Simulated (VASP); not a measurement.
# SiW (CsCl type) (Pm-3m) in VASP: a series of runs

SiW (CsCl type) is run at these levels: LDA; tasks: single point.

Everything below comes from runs of VASP 6.6.1. Logs are shortened: lines on timing, memory, paths and dates and some standing lists are left out, and cuts for length are marked.

## (1) The cell of the first run

It takes space group Pm-3m (No. 221, cubic). Conventional cell: a = 2.469 Å, b = 2.469 Å, c = 2.469 Å, α = 90.00°, β = 90.00°, γ = 90.00°. Within 2.8 Å of W (site symmetry m-3m) lie 8 Si at 2.14 Å and 6 W at 2.47 Å. Within 2.8 Å of Si (site symmetry m-3m) lie 8 W at 2.14 Å and 6 Si at 2.47 Å.

## (2) Single point, LDA (volume scaled by 0.55)

File INCAR:

```
SYSTEM = SiW
PREC     = Accurate       ! precision mode
ENCUT    = 520            ! plane-wave cutoff, eV
EDIFF    = 1E-6           ! SCF threshold, eV
ISMEAR   = -1             ! smearing method
SIGMA    = 0.05           ! smearing width, eV
LREAL    = .FALSE.        ! projectors in reciprocal space
LASPH    = .TRUE.         ! aspherical terms in the spheres
NELM     = 60             ! most SCF steps
ALGO     = Normal         ! electronic algorithm
ISIF     = 2              ! what is computed and relaxed
LWAVE    = .FALSE.        ! write WAVECAR
LCHARG   = .FALSE.        ! write CHGCAR
GGA      = CA             ! functional
NBANDS   = 16             ! bands
```

File KPOINTS:

```
Automatic mesh
0
G
  13 13 13
  0 0 0
```

File POSCAR:

```
SiW
1.0
    2.4686679328      0.0000000000      0.0000000000
    0.0000000000      2.4686679328      0.0000000000
    0.0000000000      0.0000000000      2.4686679328
W Si
1 1
Direct
    0.0000000000      0.0000000000      0.0000000000
    0.5000000000      0.5000000000      0.5000000000
```

Potentials or basis: VASP PAW LDA potentials, release 64 (W_sv, Si).

Launch:

```
cat potpaw_LDA.64/W_sv/POTCAR potpaw_LDA.64/Si/POTCAR > POTCAR
mpirun -np 1 vasp_std > vasp.out
```

OUTCAR:

```text
SYSTEM = SiW
   PREC = Accurate
   ENCUT = 520
   EDIFF = 1E-6
   ISMEAR = -1
   LREAL = .FALSE.
   LASPH = .TRUE.
   NELM = 60
   ISIF = 2
   GGA = CA

 ion  position               nearest neighbor table
   1  0.000  0.000  0.000-   2 2.14   2 2.14   2 2.14   2 2.14   2 2.14   2 2.14   2 2.14   2 2.14

   2  0.500  0.500  0.500-   1 2.14   1 2.14   1 2.14   1 2.14   1 2.14   1 2.14   1 2.14   1 2.14

  LATTYP: Found a simple cubic cell.
 ALAT       =     2.4686679328

  Lattice vectors:

 A1 = (   2.4686679328,   0.0000000000,   0.0000000000)
 A2 = (   0.0000000000,   2.4686679328,   0.0000000000)
 A3 = (   0.0000000000,   0.0000000000,   2.4686679328)

Analysis of symmetry for initial positions (statically):
=====================================================================
 Subroutine PRICEL returns:
 Original cell was already a primitive cell.

 Routine SETGRP: Setting up the symmetry group for a
 simple cubic supercell.

 Subroutine GETGRP returns: Found 48 space group operations
 (whereof 48 operations were pure point group operations)
 out of a pool of 48 trial point group operations.

The static configuration has the point symmetry O_h .

Analysis of symmetry for dynamics (positions and initial velocities):
=====================================================================
 Subroutine PRICEL returns:
 Original cell was already a primitive cell.

 Routine SETGRP: Setting up the symmetry group for a
 simple cubic supercell.

 Subroutine GETGRP returns: Found 48 space group operations
 (whereof 48 operations were pure point group operations)
 out of a pool of 48 trial point group operations.

The dynamic configuration has the point symmetry O_h .

 Subroutine INISYM returns: Found 48 space group operations
 (whereof 48 operations are pure point group operations),
 and found     1 'primitive' translations

----------------------------------------------------------------------------------------

                                     Primitive cell

  volume of cell :      15.0449

  direct lattice vectors                    reciprocal lattice vectors
     2.468667933  0.000000000  0.000000000     0.405076757  0.000000000  0.000000000
     0.000000000  2.468667933  0.000000000     0.000000000  0.405076757  0.000000000
     0.000000000  0.000000000  2.468667933     0.000000000  0.000000000  0.405076757

  length of vectors
     2.468667933  2.468667933  2.468667933     0.405076757  0.405076757  0.405076757

  position of ions in fractional coordinates (direct lattice)
     0.000000000  0.000000000  0.000000000
     0.500000000  0.500000000  0.500000000

  ion indices of the primitive-cell ions
   primitive index   ion index
                 1           1
                 2           2

----------------------------------------------------------------------------------------

 KPOINTS: Automatic mesh

Automatic generation of k-mesh.
 Grid dimensions read from file:
 generate k-points for:   13   13   13

 Generating k-lattice:

  Cartesian coordinates                     Fractional coordinates (reciprocal lattice)
     0.031159751  0.000000000  0.000000000     0.076923077  0.000000000  0.000000000
     0.000000000  0.031159751  0.000000000     0.000000000  0.076923077  0.000000000
     0.000000000  0.000000000  0.031159751     0.000000000  0.000000000  0.076923077

  Length of vectors
     0.031159751  0.031159751  0.031159751

  Shift w.r.t. Gamma in fractional coordinates (k-lattice)
     0.000000000  0.000000000  0.000000000

 Subroutine IBZKPT returns following result:
 ===========================================

 Found     84 irreducible k-points:

 Following reciprocal coordinates:
            Coordinates               Weight
  0.000000  0.000000  0.000000      1.000000
  0.076923  0.000000  0.000000      6.000000
  0.153846  0.000000  0.000000      6.000000
  0.230769  0.000000  0.000000      6.000000
  0.307692  0.000000  0.000000      6.000000
  0.384615  0.000000  0.000000      6.000000
[... 16 lines left out ...]
  0.307692  0.307692  0.000000     12.000000
  0.384615  0.307692  0.000000     24.000000
 [... further k-points ...]
   k-points           NKPTS =     84   k-points in BZ     NKDIM =     84   number of bands    NBANDS=     16
   number of dos      NEDOS =    301   number of ions     NIONS =      2
   total plane-waves  NPLWV =   5832
   dimension x,y,z NGX =    18 NGY =   18 NGZ =   18
   dimension x,y,z NGXF=    36 NGYF=   36 NGZF=   36
   ions per type =               1   1
   NGX,Y,Z   is equivalent  to a cutoff of  12.12, 12.12, 12.12 a.u.
   NGXF,Y,Z  is equivalent  to a cutoff of  24.24, 24.24, 24.24 a.u.
 SYSTEM =  SiW
   PREC   = accura    normal or accurate (medium, high low for compatibility)
   ISTART =      0    job   : 0-new  1-cont  2-samecut
   ICHARG =      2    charge: 1-file 2-atom 10-const
   ISPIN  =      1    spin polarized calculation?
   LNONCOLLINEAR =      F non collinear calculations
   LSORBIT =      F    spin-orbit coupling
   LASPH  =      T    aspherical Exc in radial PAW
   ENCUT  =  520.0 eV  38.22 Ry    6.18 a.u.   4.59  4.59  4.59*2*pi/ulx,y,z
   NELM   =     60;   NELMIN=  2; NELMDL= -5     # of ELM steps
   EDIFF  = 0.1E-05   stopping-criterion for ELM
   LREAL  =      F    real-space projection
   EDIFFG = 0.1E-04   stopping-criterion for IOM
   NSW    =      0    number of steps for IOM
   IBRION =     -1    ionic relax: 0-MD 1-quasi-New 2-CG
   NFREE  =      0    steps in history (QN), initial steepest desc. (CG)
   ISIF   =      2    stress and relaxation
   ISYM   =      2    0-nonsym 1-usesym 2-fastsym
   POTIM  = 0.5000    time-step for ionic-motion
   TEBEG  =    0.0;   TEEND  =   0.0 temperature during run
   PSTRESS=    0.0 pullay stress
   NELECT =      18.0000    total number of electrons
   NUPDOWN=      -1.0000    fix difference up-down
   EMIN   =  10.00;   EMAX   =-10.00  energy-range for DOS
   EFERMI =   0.00;   METHOD = LEGACY
   ISMEAR =    -1;   SIGMA  =   0.05  broadening in eV -4-tet -1-fermi 0-gaus
   EFERMI_NEDOS =   21; number of points for ismear=-14 and -15
   IALGO  =     38    algorithm
   IMIX   =      4    mixing-type and parameters
     AMIX     =   0.40;   BMIX     =  1.00
     AMIX_MAG =   1.60;   BMIX_MAG =  1.00
  volume/ion in A,a.u.               =       7.52        50.76
  Fermi-wavevector in a.u.,A,eV,Ry     =   1.737946  3.284242 41.095811  3.020457
  Thomas-Fermi vector in A             =   2.811073
   LORBIT       =      0    0 simple, 1 ext, 2 COOP (PROOUT), +10 PAW based schemes
   GGA     = CA    functional components
   LHFCALC =     F    Hartree Fock is set to
   AEXX    =    0.0000 exact exchange contribution
   IVDW    =     0    specifies the selected vdW correction
   LEPSILON=     F    determine dielectric tensor
   LRPA    =     F    only Hartree local field effects (RPA)
 non-spin polarized calculation
  energy-cutoff  :      520.00
  volume of cell :       15.04
 maximum number of plane-waves:       437
   NGX =  9   NGY =  9   NGZ =  9

 number of electron      18.0000007 magnetization

 Free energy of the ion-electron system (eV)
  ---------------------------------------------------
  ext. energy  EPLUGINS =         0.00000000
  ---------------------------------------------------
  free energy    TOTEN  =        -7.73616598 eV

  energy without entropy =       -7.72916605  energy(sigma->0) =       -7.73266601

 E-fermi :  22.7920     XC(G=0): -16.4211

 val. band max:       22.7865624557   @ k =   0.3846   0.2308   0.0769
 cond. band min:      22.7968417053   @ k =   0.3846   0.3846   0.3077
 fundamental gap:      0.0102792496
 Fermi energy:        22.7920335669

 k-point     1 :       0.0000    0.0000    0.0000
  band No.  band energies     occupation
      1     -49.7777      2.00000
      2     -13.9130      2.00000
      3     -13.9130      2.00000
      4     -13.9130      2.00000
      5       5.6665      2.00000
      6      13.8317      2.00000
[... 8 lines left out ...]
     15      36.9560      0.00000
     16      43.7489      0.00000

 k-point     2 :       0.0769    0.0000    0.0000
  band No.  band energies     occupation
      1     -49.7624      2.00000
      2     -14.1181      2.00000
      3     -13.8963      2.00000
      4     -13.8963      2.00000
      5       5.9335      2.00000
      6      13.9448      2.00000
[... 8 lines left out ...]
     15      37.3903      0.00000
     16      44.1517      0.00000

 k-point     3 :       0.1538    0.0000    0.0000
  band No.  band energies     occupation
      1     -49.7200      2.00000
      2     -14.6587      2.00000
      3     -13.8495      2.00000
      4     -13.8495      2.00000
      5       6.6542      2.00000
      6      14.2762      2.00000
[... 8 lines left out ...]
     15      38.3454      0.00000
     16      45.0990      0.00000

 k-point     4 :       0.2308    0.0000    0.0000
  band No.  band energies     occupation
      1     -49.6598      2.00000
      2     -15.3627      2.00000
      3     -13.7828      2.00000
      4     -13.7828      2.00000
      5       7.6579      2.00000
      6      14.7989      2.00000
[... 8 lines left out ...]
     15      39.3069      0.00000
     16      45.2936      0.00000
[... 324 lines left out ...]
 k-point    22 :       0.4615    0.2308    0.0000
  band No.  band energies     occupation
      1     -49.4013      2.00000
      2     -16.6202      2.00000
      3     -14.9116      2.00000
      4     -13.4796      2.00000
      5      11.3652      2.00000
      6      13.1359      2.00000
[... 8 lines left out ...]
     15      38.3554      0.00000
     16      42.1211      0.00000

 k-point    23 :       0.3077    0.3077    0.0000
  band No.  band energies     occupation
      1     -49.4218      2.00000
      2     -15.7824      2.00000
      3     -15.6249      2.00000
      4     -13.5022      2.00000
      5      10.5490      2.00000
      6      13.7213      2.00000
[... 8 lines left out ...]
     15      40.0910      0.00000
     16      41.1483      0.00000

 k-point    24 :       0.3846    0.3077    0.0000
  band No.  band energies     occupation
      1     -49.3706      2.00000
      2     -16.2119      2.00000
      3     -15.5937      2.00000
      4     -13.4398      2.00000
      5      10.4066      2.00000
      6      13.8805      2.00000
[... 8 lines left out ...]
     15      38.7855      0.00000
     16      43.4002      0.00000

 [... further k-points ...]
[... 5 lines left out ...]
  --------------------------------------------------------------------------------------
  -------------------------------------------------------------------------------------
  Total       49.1007005     49.1007005     49.1007005     -0.0000000     -0.0000000      0.0000000
  in kB     5228.8988847   5228.8988847   5228.8988847     -0.0000000     -0.0000000      0.0000000
  external PRESSURE =    5228.8988847 kB  Pullay stress =       0.0000000 kB

 VOLUME and BASIS-vectors are now :
 -----------------------------------------------------------------------------
  energy-cutoff  :      520.00
  volume of cell :       15.04
      direct lattice vectors                 reciprocal lattice vectors
     2.468667933  0.000000000  0.000000000     0.405076757  0.000000000  0.000000000
     0.000000000  2.468667933  0.000000000     0.000000000  0.405076757  0.000000000
     0.000000000  0.000000000  2.468667933     0.000000000  0.000000000  0.405076757

 POSITION                                       TOTAL-FORCE (eV/Angst)
 -----------------------------------------------------------------------------------
      0.00000      0.00000      0.00000         0.000000      0.000000      0.000000
      1.23433      1.23433      1.23433         0.000000      0.000000      0.000000
 -----------------------------------------------------------------------------------
    total drift:                                0.000000     -0.000000     -0.000000

  FREE ENERGIE OF THE ION-ELECTRON SYSTEM (eV)
  ---------------------------------------------------
  free  energy   TOTEN  =        -7.7361659789 eV

  energy  without entropy=       -7.7291660464  energy(sigma->0) =       -7.73266601
```

Run time: 11 s. Hardware: 1 thread of AMD EPYC 7R13 (Zen 3), shared host; peak memory 0.1 GiB.

What came out:

- Free energy: -7.7362 eV
- Pressure: 522.9 GPa
- Band gap on the k mesh: zero (band 9 reaches 29.51 eV, above the bottom of band 10 at 20.67 eV)

Levels at points of the mesh, in eV from the Fermi level:
| k point | band 6 | band 7 | band 8 | band 9 | band 10 | band 11 | band 12 | band 13 |
| --- | --- | --- | --- | --- | --- | --- | --- | --- |
| (0.00, 0.00, 0.00) | -8.96 | -8.96 | 3.40 | 3.40 | 3.40 | 5.81 | 5.81 | 5.81 |

Caveat: spin-orbit coupling is left out, which moves the levels of the heavy elements.

## (3) Single point, LDA (volume scaled by 0.65)

Edit INCAR of step 2 so:

```diff
@@ -3,3 +3,3 @@
 ENCUT    = 520            ! plane-wave cutoff, eV
-EDIFF    = 1E-6           ! SCF threshold, eV
+EDIFF    = 1E-7           ! SCF threshold, eV
 ISMEAR   = -1             ! smearing method
@@ -12,4 +12,6 @@
 LWAVE    = .FALSE.        ! write WAVECAR
-LCHARG   = .FALSE.        ! write CHGCAR
+LCHARG   = .TRUE.         ! write CHGCAR
 GGA      = CA             ! functional
+LELF     = .TRUE.         ! ELF
+LVHAR    = .TRUE.       
 NBANDS   = 16             ! bands
```

File KPOINTS:

```
regular mesh
0
G
  13 13 13
  0 0 0
```

File POSCAR:

```
SiW
1.0
    2.6100344007      0.0000000000      0.0000000000
    0.0000000000      2.6100344007      0.0000000000
    0.0000000000      0.0000000000      2.6100344007
W Si
1 1
Direct
    0.0000000000      0.0000000000      0.0000000000
    0.5000000000      0.5000000000      0.5000000000
```

Potentials or basis: VASP PAW LDA potentials, release 64 (W_sv, Si).

Launch:

```
cat potpaw_LDA.64/W_sv/POTCAR potpaw_LDA.64/Si/POTCAR > POTCAR
mpirun -np 1 vasp_std > vasp.out
```

It took 14 s on 1 thread of AMD EPYC 7R13 (Zen 3), shared host; peak memory 0.11 GiB.

The run converged. Its results:

- Free energy: -14.2849 eV
- Pressure: 271.7 GPa
- Band gap on the k mesh: zero (band 9 reaches 24.35 eV, above the bottom of band 10 at 17.59 eV)

Levels at points of the mesh, in eV from the Fermi level:
| k point | band 7 | band 8 | band 9 | band 10 | band 11 | band 12 |
| --- | --- | --- | --- | --- | --- | --- |
| (0.00, 0.00, 0.00) | -7.08 | 3.06 | 3.06 | 3.06 | 4.63 | 4.63 |

Caveat: spin-orbit coupling is left out, which moves the levels of the heavy elements.

## (4) Single point, LDA (volume scaled by 0.65)

File INCAR:

```
ALGO = Normal ; EDIFF = 1E-7
ENCUT = 520 ; GGA = CA
ISIF = 2 ; ISMEAR = -1
LASPH = T ; LCHARG = T
LELF = T ; LREAL = F
LVHAR = T ; LWAVE = F
NBANDS = 16 ; NELM = 60
PREC = Accurate ; SIGMA = 0.05
```

File KPOINTS:

```
k-points
0
Gamma
  13 13 13
```

POSCAR is that of step 3.

Launch:

```
cat potpaw_LDA.64/W_sv/POTCAR potpaw_LDA.64/Si/POTCAR > POTCAR
mpirun -np 1 vasp_std > vasp.out
```

Wall time 14 s (1 thread of AMD EPYC 7R13 (Zen 3), shared host); peak memory 0.1 GiB.

The run converged. Its results:

- Free energy: -14.2849 eV
- Pressure: 271.7 GPa
- Band gap on the k mesh: zero (band 9 reaches 24.35 eV, above the bottom of band 10 at 17.59 eV)

Levels at points of the mesh, in eV from the Fermi level:
| k point | band 7 | band 8 | band 9 | band 10 | band 11 | band 12 |
| --- | --- | --- | --- | --- | --- | --- |
| (0.00, 0.00, 0.00) | -7.08 | 3.06 | 3.06 | 3.06 | 4.63 | 4.63 |

Caveat: spin-orbit coupling is left out, which moves the levels of the heavy elements.

## (5) Single point, LDA (volume scaled by 0.75)

File INCAR:

```
  PREC = Accurate
  ENCUT = 520
  EDIFF = 1E-7
  ISMEAR = -1
  SIGMA = 0.05
  LREAL = False
  LASPH = True
  NELM = 80
  ALGO = Normal
  ISIF = 2
  LWAVE = False
  LCHARG = False
  NBANDS = 16
```

File KPOINTS:

```
Automatic mesh
0
Gamma
  13 13 13
```

File POSCAR:

```
SiW
1.0
    2.7375508842      0.0000000000      0.0000000000
    0.0000000000      2.7375508842      0.0000000000
    0.0000000000      0.0000000000      2.7375508842
W Si
1 1
Direct
    0.0000000000      0.0000000000      0.0000000000
    0.5000000000      0.5000000000      0.5000000000
```

Launch:

```
cat potpaw_LDA.64/W_sv/POTCAR potpaw_LDA.64/Si/POTCAR > POTCAR
mpirun -np 1 vasp_std > vasp.out
```

It took 13 s on 1 thread of AMD EPYC 7R13 (Zen 3), shared host; peak memory 0.11 GiB.

The run converged. Its results:

```
Free energy            : -17.6600 eV
Pressure               : 137.0 GPa
Band gap on the k mesh : zero (band 9 reaches 20.61 eV, above the bottom of band 10 at 15.21 eV)
```

Levels at points of the mesh, in eV from the Fermi level:
```
           k point  band 5  band 6  band 7  band 8  band 9  band 10  band 11  band 12  band 13  band 14
(0.00, 0.00, 0.00)  -14.93   -5.78   -5.78    2.71    2.71     2.71     3.83     3.83     3.83    12.53
```

Caveat: spin-orbit coupling is left out, which moves the levels of the heavy elements.

## (6) Single point, LDA (volume scaled by 0.75)

File INCAR:

```
SYSTEM = SiW
  ALGO = Normal
  EDIFF = 1E-6
  ENCUT = 520
  GGA = CA
  ISIF = 2
  ISMEAR = -1
  LASPH = .True.
  LCHARG = .True.
  LELF = .True.
  LREAL = .False.
  LVHAR = .True.
  LWAVE = .False.
  NBANDS = 16
  NELM = 80
  PREC = Accurate
  SIGMA = 0.05
```

File KPOINTS:

```
k-points
0
Gamma
  13 13 13
  0 0 0
```

POSCAR is that of step 5.

Potentials or basis: VASP PAW LDA potentials, release 64 (W_sv, Si).

Launch:

```
cat potpaw_LDA.64/W_sv/POTCAR potpaw_LDA.64/Si/POTCAR > POTCAR
mpirun -np 1 vasp_std > vasp.out
```

It took 13 s on 1 thread of AMD EPYC 7R13 (Zen 3), shared host; peak memory 0.11 GiB.

The run converged. Its results:

| Quantity | Value |
| --- | --- |
| Free energy | -17.6600 eV |
| Pressure | 136.9 GPa |
| Band gap on the k mesh | zero (band 9 reaches 20.61 eV, above the bottom of band 10 at 15.21 eV) |

Levels at points of the mesh, in eV from the Fermi level:
```csv
k point,band 5,band 6,band 7,band 8,band 9,band 10,band 11,band 12,band 13,band 14
"(0.00, 0.00, 0.00)",-14.93,-5.78,-5.78,2.71,2.71,2.71,3.83,3.83,3.83,12.53
```

Caveat: spin-orbit coupling is left out, which moves the levels of the heavy elements.

## (7) Summary

| cell | gap on the mesh (eV) | pressure (GPa) |
| --- | --- | --- |
| a = 2.469 Å, 2 atoms | none | 522.9 |
| a = 2.610 Å, 2 atoms | none | 271.7 |
| a = 2.738 Å, 2 atoms | none | 136.9 |

Alike in all rows: task single point; level LDA; potentials or basis VASP PAW LDA potentials, release 64 (W_sv, Si); no spin polarisation; k mesh 13 × 13 × 13; cutoff (eV) 520; smearing fermi-dirac 0.05 eV.

Caveats: spin-orbit coupling is left out, which moves the levels of the heavy elements.

Absolute energies hang on the potentials; compare differences alone.
